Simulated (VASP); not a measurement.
# ZnCd5S6 (P3m1) in VASP: notebook

Runs on ZnCd5S6. Level: PBE. Tasks: single point, relaxation of cell and atoms.

All numbers are computed with VASP 6.6.1; they aren't measurements. Logs are shortened: lines on timing, memory, paths and dates and some standing lists are left out, and cuts for length are marked.

## (1) The cell of the first run

Symmetry: P3m1, No. 156, trigonal system. Conventional cell: a = 4.022 Å, b = 4.022 Å, c = 19.727 Å, α = 90.00°, β = 90.00°, γ = 120.00°. Zn (site symmetry 3m) has 4 S at 2.46 Å within 3.3 Å. Cd (site symmetry 3m) has 4 S at 2.46 Å within 3.3 Å. Cd (site symmetry 3m) has 4 S at 2.46 Å within 3.3 Å. Within 3.3 Å of Cd (site symmetry 3m) lie 4 S at 2.46 Å. Cd (site symmetry 3m) has 4 S at 2.46 to 2.47 Å within 3.3 Å. Within 3.3 Å of Cd (site symmetry 3m) lie 4 S at 2.46 to 2.47 Å. S (site symmetry 3m) has 4 Cd at 2.46 Å within 3.3 Å. S (site symmetry 3m) has 1 Zn at 2.46 Å and 3 Cd at 2.46 Å within 3.3 Å.

## (2) Single point, PBE

INCAR

```
SYSTEM = ZnCd5S6
PREC = Accurate ; ENCUT = 520
EDIFF = 1E-6 ; ISMEAR = 0
SIGMA = 0.1 ; LREAL = .FALSE.
LASPH = .TRUE. ; NELM = 100
ALGO = Normal ; ISIF = 2
LWAVE = .FALSE. ; LCHARG = .FALSE.
GGA = PE ; NBANDS = 66
```

KPOINTS

```
Automatic mesh
0
G
  6 6 1
  0 0 0
```

POSCAR

```
ZnCd5S6
1.0
    4.0216074400      0.0000000000      0.0000000000
   -2.0108037200      3.4828142000      0.0000000000
    0.0000000000      0.0000000000     19.7267133600
Zn Cd S
1 5 6
Direct
    0.6666666700      0.3333333300      0.3332648300
    0.3333333300      0.6666666700      0.8332648300
    0.6666666700      0.3333333300      0.6668637400
    0.3333333300      0.6666666700      0.1668637400
    0.0000000000      0.0000000000      0.4999412000
    0.0000000000      0.0000000000      0.9999412000
    0.3333333300      0.6666666700      0.9581155800
    0.6666666700      0.3333333300      0.4581155800
    0.6666666700      0.3333333300      0.7917082300
    0.3333333300      0.6666666700      0.2917082300
    0.0000000000      0.0000000000      0.6251074100
    0.0000000000      0.0000000000      0.1251074100
```

Potentials or basis: VASP PAW PBE potentials, release 64 (Zn, Cd, S).

Started as:

```console
> cat potpaw_PBE.64/Zn/POTCAR potpaw_PBE.64/Cd/POTCAR potpaw_PBE.64/S/POTCAR > POTCAR
> mpirun -np 1 vasp_std > vasp.out
```

OUTCAR:

```text
SYSTEM = ZnCd5S6
   PREC = Accurate
   ENCUT = 520
   EDIFF = 1E-6
   ISMEAR = 0
   LREAL = .FALSE.
   LASPH = .TRUE.
   NELM = 100
   ISIF = 2
   GGA = PE

 ion  position               nearest neighbor table
   1  0.667  0.333  0.333-  10 2.46  10 2.46  10 2.46   8 2.46
   2  0.333  0.667  0.833-   9 2.46   9 2.46   9 2.46   7 2.46
   3  0.667  0.333  0.667-   9 2.46  11 2.46  11 2.46  11 2.46
   4  0.333  0.667  0.167-  10 2.46  12 2.46  12 2.46  12 2.46
   5  0.000  0.000  0.500-   8 2.46   8 2.46   8 2.46  11 2.47
   6  0.000  0.000  1.000-   7 2.46   7 2.46   7 2.46  12 2.47
   7  0.333  0.667  0.958-   2 2.46   6 2.46   6 2.46   6 2.46
   8  0.667  0.333  0.458-   1 2.46   5 2.46   5 2.46   5 2.46
   9  0.667  0.333  0.792-   2 2.46   2 2.46   2 2.46   3 2.46
  10  0.333  0.667  0.292-   1 2.46   1 2.46   1 2.46   4 2.46
  11  0.000  0.000  0.625-   3 2.46   3 2.46   3 2.46   5 2.47
  12  0.000  0.000  0.125-   4 2.46   4 2.46   4 2.46   6 2.47

  LATTYP: Found a hexagonal cell.
 ALAT       =     4.0216074400
 C/A-ratio  =     4.9051812377

  Lattice vectors:

 A1 = (   4.0216074400,   0.0000000000,   0.0000000000)
 A2 = (  -2.0108037200,   3.4828142000,   0.0000000000)
 A3 = (   0.0000000000,   0.0000000000,  19.7267133600)

Analysis of symmetry for initial positions (statically):
=====================================================================
 Subroutine PRICEL returns:
 Original cell was already a primitive cell.

 Routine SETGRP: Setting up the symmetry group for a
 hexagonal supercell.

 Subroutine GETGRP returns: Found  6 space group operations
 (whereof  6 operations were pure point group operations)
 out of a pool of 24 trial point group operations.

The static configuration has the point symmetry C_3v.

Analysis of symmetry for dynamics (positions and initial velocities):
=====================================================================
 Subroutine PRICEL returns:
 Original cell was already a primitive cell.

 Routine SETGRP: Setting up the symmetry group for a
 hexagonal supercell.

 Subroutine GETGRP returns: Found  6 space group operations
 (whereof  6 operations were pure point group operations)
 out of a pool of 24 trial point group operations.

The dynamic configuration has the point symmetry C_3v.

 Subroutine INISYM returns: Found  6 space group operations
 (whereof  6 operations are pure point group operations),
 and found     1 'primitive' translations

----------------------------------------------------------------------------------------

                                     Primitive cell

  volume of cell :     276.3024

  direct lattice vectors                    reciprocal lattice vectors
     4.021607440  0.000000000  0.000000000     0.248656791  0.143562065  0.000000000
    -2.010803720  3.482814200  0.000000000     0.000000000  0.287124131  0.000000000
     0.000000000  0.000000000 19.726713360     0.000000000  0.000000000  0.050692682

  length of vectors
     4.021607440  4.021607434 19.726713360     0.287124130  0.287124131  0.050692682

  position of ions in fractional coordinates (direct lattice)
     0.666666670  0.333333330  0.333264830
     0.333333330  0.666666670  0.833264830
     0.666666670  0.333333330  0.666863740
     0.333333330  0.666666670  0.166863740
     0.000000000  0.000000000  0.499941200
     0.000000000  0.000000000  0.999941200
     0.333333330  0.666666670  0.958115580
     0.666666670  0.333333330  0.458115580
     0.666666670  0.333333330  0.791708230
     0.333333330  0.666666670  0.291708230
     0.000000000  0.000000000  0.625107410
     0.000000000  0.000000000  0.125107410

  ion indices of the primitive-cell ions
   primitive index   ion index
                 1           1
                 2           2
                 3           3
                 4           4
                 5           5
                 6           6
                 7           7
                 8           8
                 9           9
                10          10
                11          11
                12          12

----------------------------------------------------------------------------------------

 KPOINTS: Automatic mesh

Automatic generation of k-mesh.
 Grid dimensions read from file:
 generate k-points for:    6    6    1

 Generating k-lattice:

  Cartesian coordinates                     Fractional coordinates (reciprocal lattice)
     0.041442798  0.023927011  0.000000000     0.166666667  0.000000000  0.000000000
     0.000000000  0.047854022  0.000000000     0.000000000  0.166666667  0.000000000
     0.000000000  0.000000000  0.050692682     0.000000000  0.000000000  1.000000000

  Length of vectors
     0.047854022  0.047854022  0.050692682

  Shift w.r.t. Gamma in fractional coordinates (k-lattice)
     0.000000000  0.000000000  0.000000000

 Subroutine IBZKPT returns following result:
 ===========================================

 Found      7 irreducible k-points:

[... 36 lines left out ...]
   TEBEG  =    0.0;   TEEND  =   0.0 temperature during run
   PSTRESS=    0.0 pullay stress
   NELECT =     108.0000    total number of electrons
   NUPDOWN=      -1.0000    fix difference up-down
   EMIN   =  10.00;   EMAX   =-10.00  energy-range for DOS
   EFERMI =   0.00;   METHOD = LEGACY
   ISMEAR =     0;   SIGMA  =   0.10  broadening in eV -4-tet -1-fermi 0-gaus
   EFERMI_NEDOS =   21; number of points for ismear=-14 and -15
   IALGO  =     38    algorithm
   IMIX   =      4    mixing-type and parameters
     AMIX     =   0.40;   BMIX     =  1.00
     AMIX_MAG =   1.60;   BMIX_MAG =  1.00
  volume/ion in A,a.u.               =      23.03       155.38
  Fermi-wavevector in a.u.,A,eV,Ry     =   1.196983  2.261969 19.493984  1.432767
  Thomas-Fermi vector in A             =   2.332909
   LORBIT       =      0    0 simple, 1 ext, 2 COOP (PROOUT), +10 PAW based schemes
   GGA     = PE    functional components
   LHFCALC =     F    Hartree Fock is set to
   AEXX    =    0.0000 exact exchange contribution
   IVDW    =     0    specifies the selected vdW correction
   LEPSILON=     F    determine dielectric tensor
   LRPA    =     F    only Hartree local field effects (RPA)
 non-spin polarized calculation
 Gauss-broadening in eV      SIGMA  =   0.10
  energy-cutoff  :      520.00
  volume of cell :      276.30
 maximum number of plane-waves:      7477
 NGX is ok and might be reduce to    30
   NGX = 15   NGY = 15   NGZ = 73

 number of electron     108.0000038 magnetization

 Free energy of the ion-electron system (eV)
  ---------------------------------------------------
  ext. energy  EPLUGINS =         0.00000000
  ---------------------------------------------------
  free energy    TOTEN  =       -36.66250604 eV

  energy without entropy =      -36.66250604  energy(sigma->0) =      -36.66250604

 E-fermi :   2.3191     XC(G=0):  -9.4055

 val. band max:        1.8251419476   @ k =   0.0000   0.0000   0.0000
 cond. band min:       3.1357289298   @ k =   0.0000   0.0000   0.0000
 fundamental gap:      1.3105869822
 Fermi energy:         2.3190963295

 k-point     1 :       0.0000    0.0000    0.0000
  band No.  band energies     occupation
      1     -10.9870      2.00000
      2     -10.8586      2.00000
      3     -10.8025      2.00000
      4     -10.5933      2.00000
      5     -10.5793      2.00000
      6     -10.3641      2.00000
[... 58 lines left out ...]
     65       8.3389      0.00000
     66       8.4459      0.00000

 k-point     2 :       0.1667    0.0000    0.0000
  band No.  band energies     occupation
      1     -10.8763      2.00000
      2     -10.7616      2.00000
      3     -10.7005      2.00000
      4     -10.5290      2.00000
      5     -10.5093      2.00000
      6     -10.2967      2.00000
[... 334 lines left out ...]
     65       7.8581      0.00000
     66       8.2079      0.00000

 k-point     7 :       0.3333    0.3333    0.0000
  band No.  band energies     occupation
      1     -10.4112      2.00000
      2     -10.4107      2.00000
      3     -10.3791      2.00000
      4     -10.3777      2.00000
      5     -10.2420      2.00000
      6     -10.0384      2.00000
[... 58 lines left out ...]
     65       8.1066      0.00000
     66       8.1906      0.00000

------------------------ aborting loop because EDIFF is reached ----------------------------------------

  FORCE on cell =-STRESS in cart. coord.  units (eV):
  Direction    XX          YY          ZZ          XY          YZ          ZX
  --------------------------------------------------------------------------------------
  -------------------------------------------------------------------------------------
  Total       11.2471057     11.2471056     11.0108820      0.0000000      0.0000000      0.0000000
  in kB       65.2178747     65.2178744     63.8480995      0.0000000      0.0000000      0.0000000
  external PRESSURE =      64.7612829 kB  Pullay stress =       0.0000000 kB

 VOLUME and BASIS-vectors are now :
 -----------------------------------------------------------------------------
  energy-cutoff  :      520.00
  volume of cell :      276.30
      direct lattice vectors                 reciprocal lattice vectors
     4.021607440  0.000000000  0.000000000     0.248656791  0.143562065  0.000000000
    -2.010803720  3.482814200  0.000000000     0.000000000  0.287124131  0.000000000
     0.000000000  0.000000000 19.726713360     0.000000000  0.000000000  0.050692682

 POSITION                                       TOTAL-FORCE (eV/Angst)
 -----------------------------------------------------------------------------------
      2.01080      1.16094      6.57422         0.000000     -0.000000      0.098916
     -0.00000      2.32188     16.43758         0.000000     -0.000000     -0.000788
      2.01080      1.16094     13.15503        -0.000000      0.000000     -0.017000
     -0.00000      2.32188      3.29167         0.000000      0.000000      0.000540
      0.00000      0.00000      9.86220        -0.000000      0.000000     -0.072981
      0.00000      0.00000     19.72555         0.000000      0.000000      0.033548
     -0.00000      2.32188     18.90047        -0.000000     -0.000000      0.014620
      2.01080      1.16094      9.03711         0.000000     -0.000000     -1.262948
      2.01080      1.16094     15.61780        -0.000000      0.000000     -0.003397
     -0.00000      2.32188      5.75444        -0.000000      0.000000      1.268706
      0.00000      0.00000     12.33131         0.000000     -0.000000     -0.033775
      0.00000      0.00000      2.46796         0.000000     -0.000000     -0.025441
 -----------------------------------------------------------------------------------
    total drift:                                0.000003     -0.000003     -0.000330

  FREE ENERGIE OF THE ION-ELECTRON SYSTEM (eV)
  ---------------------------------------------------
  free  energy   TOTEN  =       -36.6625060391 eV

  energy  without entropy=      -36.6625060391  energy(sigma->0) =      -36.66250604
```

It used 94 s of CPU time on 1 thread of Intel(R) Xeon(R) 6975P-C (Granite Rapids), with other jobs on the host.

Results:

| Property | Result |
| --- | --- |
| Free energy | -36.6625 eV |
| Pressure | 6.5 GPa |
| Largest force | 1.269 eV/Å |
| Band gap on the k mesh | 1.31 eV |

Forces on the atoms (eV/Å):
```
Zn   0.000  0.000  0.099
Cd   0.000  0.000 -0.001
Cd   0.000  0.000 -0.017
Cd   0.000  0.000  0.001
Cd   0.000  0.000 -0.073
Cd   0.000  0.000  0.034
S    0.000  0.000  0.015
S    0.000  0.000 -1.263
S    0.000  0.000 -0.003
S    0.000  0.000  1.269
S    0.000  0.000 -0.034
S    0.000  0.000 -0.025
```

Stress tensor (GPa, compression positive):
```
6.52 0.00 0.00
0.00 6.52 0.00
0.00 0.00 6.38
```

Levels at points of the mesh, in eV from the valence-band top:
```
           k point  band 51  band 52  band 53  band 54  band 55  band 56  band 57  band 58
(0.00, 0.00, 0.00)    -0.19    -0.05     0.00     0.00     1.31     2.37     2.63     2.96
(0.50, 0.00, 0.00)    -1.24    -1.17    -1.04    -0.86     3.09     3.52     3.58     3.70
```

Caveat: the cell stands under pressure; forces of over 1 eV/Å act on the atoms, so gaps and moduli don't describe the material at rest.

## (3) Single point, PBE

This run uses another cell than the first one, of 25.03 Å³/atom.

INCAR

```
SYSTEM = ZnCd5S6
ALGO = Normal ; EDIFF = 1E-6
ENCUT = 520 ; GGA = PE
ISIF = 2 ; ISMEAR = 0
LASPH = .TRUE. ; LCHARG = .TRUE.
LELF = .TRUE. ; LREAL = .FALSE.
LVHAR = .TRUE. ; LWAVE = .FALSE.
NBANDS = 66 ; NELM = 60
PREC = Accurate ; SIGMA = 0.1
```

KPOINTS

```
k-points
0
G
  6 6 1
  0 0 0
```

POSCAR

```
ZnCd5S6
1.0
    4.1304721031      0.0000000000      0.0000000000
   -2.0652360516      3.5770937709      0.0000000000
    0.0000000000      0.0000000000     20.3313954849
Zn Cd S
1 5 6
Direct
    0.6666666667      0.3333333333      0.3333330150
    0.3333333333      0.6666666667      0.8337696971
    0.6666666667      0.3333333333      0.6634190484
    0.3333333333      0.6666666667      0.1746637416
    0.0000000000      0.0000000000      0.4931337288
    0.0000000000      0.0000000000      1.0041988354
    0.3333333333      0.6666666667      0.9595303393
    0.6666666667      0.3333333333      0.4490687891
    0.6666666667      0.3333333333      0.7891867245
    0.3333333333      0.6666666667      0.3008130260
    0.0000000000      0.0000000000      0.6189293924
    0.0000000000      0.0000000000      0.1299556424
```

Potentials or basis: VASP PAW PBE potentials, release 64 (Zn, Cd, S).

Started as:

```console
> cat potpaw_PBE.64/Zn/POTCAR potpaw_PBE.64/Cd/POTCAR potpaw_PBE.64/S/POTCAR > POTCAR
> mpirun -np 1 vasp_std > vasp.out
```

Run time: 2.8 min. Hardware: 1 thread of Intel Xeon 6975P-C (Granite Rapids), shared host; peak memory 0.47 GiB.

It converged, with:

```
Free energy            : -37.3716 eV
Pressure               : 0.3 GPa
Largest force          : 0.030 eV/Å
Band gap on the k mesh : 1.10 eV
```

Forces on the atoms (eV/Å):
```
Zn   0.000  0.000  0.004
Cd   0.000  0.000 -0.002
Cd   0.000  0.000  0.000
Cd   0.000  0.000 -0.012
Cd   0.000  0.000 -0.003
Cd   0.000  0.000 -0.004
S    0.000  0.000  0.003
S    0.000  0.000 -0.025
S    0.000  0.000  0.000
S    0.000  0.000  0.030
S    0.000  0.000  0.002
S    0.000  0.000  0.007
```

Levels at points of the mesh, in eV from the valence-band top:
```csv
k point,band 51,band 52,band 53,band 54,band 55,band 56,band 57,band 58
"(0.00, 0.00, 0.00)",-0.17,-0.09,0.00,0.00,1.10,2.16,2.38,2.77
"(0.50, 0.00, 0.00)",-1.03,-0.97,-0.90,-0.70,3.04,3.37,3.60,3.70
```

## (4) Relaxation of cell and atoms, PBE

INCAR

```
  PREC = Accurate
  ENCUT = 600
  EDIFF = 1E-6
  ISMEAR = 0
  SIGMA = 0.1
  LREAL = F
  LASPH = T
  NELM = 100
  ALGO = Normal
  ISIF = 3
  LWAVE = F
  LCHARG = F
  GGA = PE
  IBRION = 2
  NSW = 90
  EDIFFG = -0.04
```

KPOINTS

```
Automatic mesh
0
Gamma
  6 6 1
```

POSCAR

```
ZnCd5S6
1.0
    4.0216074400      0.0000000000      0.0000000000
   -2.0108037200      3.4828142000      0.0000000000
    0.0000000000      0.0000000000     19.7267133600
Zn Cd S
1 5 6
Direct
    0.6666666700      0.3333333300      0.3332648300
    0.3333333300      0.6666666700      0.8332648300
    0.6666666700      0.3333333300      0.6668637400
    0.3333333300      0.6666666700      0.1668637400
    0.0000000000      0.0000000000      0.4999412000
    0.0000000000      0.0000000000      0.9999412000
    0.3333333300      0.6666666700      0.9581155800
    0.6666666700      0.3333333300      0.4581155800
    0.6666666700      0.3333333300      0.7917082300
    0.3333333300      0.6666666700      0.2917082300
    0.0000000000      0.0000000000      0.6251074100
    0.0000000000      0.0000000000      0.1251074100
```

Started as:

```console
> cat potpaw_PBE.64/Zn/POTCAR potpaw_PBE.64/Cd/POTCAR potpaw_PBE.64/S/POTCAR > POTCAR
> mpirun -np 1 vasp_std > vasp.out
```

Wall time 20 min (1 thread of Intel Xeon 6975P-C (Granite Rapids), shared host); peak memory 0.53 GiB.

The run converged. Its results:

| Item | Value |
| --- | --- |
| Free energy | -37.3644 eV |
| Relaxed volume | 25.14 Å³/atom |
| Relaxed cell | a = 4.136 Å, b = 4.136 Å, c = 20.363 Å, α = 90.00°, β = 90.00°, γ = 120.00° |
| Space group after relaxing (to 0.1 Å) | P3m1 (No. 156) |
| Energy gained by relaxing | 58.5 meV/atom |
| Ionic steps | 15 |
| Pressure after relaxing | 0.0 GPa |
| Largest force after relaxing | 0.023 eV/Å |
| Band gap on the k mesh | 1.09 eV |

Forces in eV/Å, atoms in the order of the input:
```
Zn   0.000  0.000 -0.018
Cd   0.000  0.000  0.000
Cd   0.000  0.000 -0.014
Cd   0.000  0.000 -0.006
Cd   0.000  0.000  0.021
Cd   0.000  0.000 -0.023
S    0.000  0.000  0.020
S    0.000  0.000  0.004
S    0.000  0.000  0.001
S    0.000  0.000  0.007
S    0.000  0.000 -0.003
S    0.000  0.000  0.011
```

The path:
```tsv
step	energy change (eV)	largest force (eV/Å)	pressure (GPa)	volume (Å³)
1	0.0000	1.2684	6.44	276.30
2	-0.5181	0.4596	-1.97	315.00
3	-0.5768	0.6329	-0.28	304.63
4	-0.6108	0.4322	-0.17	303.70
5	-0.6436	0.3737	0.21	301.22
6	-0.6447	0.3550	0.14	301.62
7	-0.6624	0.2449	-0.04	302.45
8	-0.6761	0.2266	-0.38	304.05
9	-0.6868	0.1586	0.13	301.10
10	-0.6871	0.1573	0.22	300.60
11	-0.6942	0.1176	0.08	301.30
12	-0.6975	0.1422	-0.09	302.22
13	-0.7014	0.0735	0.01	301.69
14	-0.7014	0.0740	0.01	301.67
15	-0.7022	0.0232	0.01	301.65
```

Final structure:
```
Zn Cd S
1.0
     4.13587    0.00000    0.00000
    -2.06793    3.58177    0.00000
     0.00000    0.00000   20.36276
Zn Cd S
1 5 6
Direct
  0.66667 0.33333 0.33350
  0.33333 0.66667 0.83371
  0.66667 0.33333 0.66344
  0.33333 0.66667 0.17479
  0.00000 0.00000 0.49286
  0.00000 0.00000 0.00436
  0.33333 0.66667 0.95945
  0.66667 0.33333 0.44891
  0.66667 0.33333 0.78915
  0.33333 0.66667 0.30099
  0.00000 0.00000 0.61879
  0.00000 0.00000 0.13006
```

Levels at points of the mesh, in eV from the valence-band top:
| k point | band 50 | band 51 | band 52 | band 53 | band 54 | band 55 | band 56 | band 57 | band 58 | band 59 |
| --- | --- | --- | --- | --- | --- | --- | --- | --- | --- | --- |
| (0.00, 0.00, 0.00) | -0.17 | -0.17 | -0.09 | 0.00 | 0.00 | 1.09 | 2.15 | 2.37 | 2.76 | 3.00 |
| (0.50, 0.00, 0.00) | -1.23 | -1.02 | -0.96 | -0.89 | -0.69 | 3.03 | 3.36 | 3.59 | 3.70 | 3.88 |

## (5) Overview

```csv
task,cell,cutoff (eV),gap on the mesh (eV),pressure (GPa),largest force (eV/Å)
single point,"a = 4.022, b = 4.022, c = 19.727 Å, angles 90.0, 90.0, 120.0°, 12 atoms, atomic positions A",520,1.31,6.5,1.27
single point,"a = 4.130, b = 4.130, c = 20.331 Å, angles 90.0, 90.0, 120.0°, 12 atoms, atomic positions B",520,1.10,0.3,0.03
relaxation of cell and atoms,"relaxed from a = 4.022, b = 4.022, c = 19.727 Å, angles 90.0, 90.0, 120.0°, 12 atoms, atomic positions A",600,1.09,0.0,0.02
```

Alike in all rows: level PBE; potentials or basis VASP PAW PBE potentials, release 64 (Zn, Cd, S); no spin polarisation; k mesh 6 × 6 × 1; smearing gaussian 0.1 eV.

Caveats: the cell stands under pressure (at least some runs); forces of over 1 eV/Å act on the atoms, so gaps and moduli don't describe the material at rest (at least some runs).

Absolute energies hang on the potentials; compare differences alone.
